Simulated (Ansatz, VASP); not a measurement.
One calculation of RbCl, two programs

```
Rb Cl
1.0
     0.00000    3.13848    3.13848
     3.13848    0.00000    3.13848
     3.13848    3.13848    0.00000
Rb Cl
1 1
Direct
  0.00000 0.00000 0.00000
  0.50000 0.50000 0.50000
```

Alike in both runs: task single point; functional PBE; k mesh 6 × 6 × 6; occupations gaussian, width 0.02 eV; no spin polarisation.

|  | VASP | Ansatz |
| --- | --- | --- |
| version | VASP 6.6.1 | Ansatz 0.2.0 |
| potentials or method | VASP PAW PBE potentials, release 64 (Rb_sv, Cl), cutoff 500 eV | scalar-relativistic, plane waves, PAW |
| valence electrons in the cell | 16 | 16 |

```tsv
	VASP	Ansatz	Ansatz less VASP
gap on the k mesh at the Fermi level (eV)	5.49	5.49	+0.006
least direct gap on the mesh (eV)	5.49	5.49	+0.006
pressure (GPa)	4.5	4.5	-0.03
```

The functional is the same, so the differences come from potentials, cutoffs and numerics.
